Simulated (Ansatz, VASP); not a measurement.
**MgI2: VASP beside Ansatz**

```xyz
3
Lattice="4.1537 0.0000 0.0000 -2.0769 3.5972 0.0000 0.0000 0.0000 6.8620" Properties=species:S:1:pos:R:3 pbc="T T T"
Mg    0.0000   -0.1500    0.0000
I     0.0000    2.3981    5.1989
I     2.0769    1.1991    1.6631
```

Alike in both runs: task single point; functional PBE; k mesh 6 × 6 × 4; occupations gaussian, width 0.05 eV; no spin polarisation.

|  | VASP | Ansatz |
| --- | --- | --- |
| version | VASP 6.6.1 | Ansatz 0.2.0 |
| potentials or method | VASP PAW PBE potentials, release 64 (Mg, I), cutoff 520 eV | scalar-relativistic, plane waves, PAW |
| valence electrons in the cell | 16 | 44 |

Ansatz gave:

| Quantity | Value |
| --- | --- |
| gap on the k mesh at the Fermi level (eV) | 3.52 |
| least direct gap on the mesh (eV) | 3.70 |
| pressure (GPa) | 1.5 |
| traceless stress, the component that is largest in VASP (GPa) | 0.22 |
| rms of the force components (eV/Å) | 0.164 |

**Question.** Estimate VASP's values.

**Answer.** gap on the k mesh at the Fermi level (eV): 3.50; least direct gap on the mesh (eV): 3.68; pressure (GPa): 1.4; traceless stress, the component that is largest in VASP (GPa): 0.23; rms of the force components (eV/Å): 0.163.

Atom by atom the forces differ by 0.005 eV/Å (rms over components). With one functional, cell and mesh, what is left measures potentials, basis and numerics. VASP's potentials hold 16 valence electrons a cell and Ansatz's 44, so a difference there can come from the potentials and not from the codes.

Neither program's run includes spin-orbit coupling.
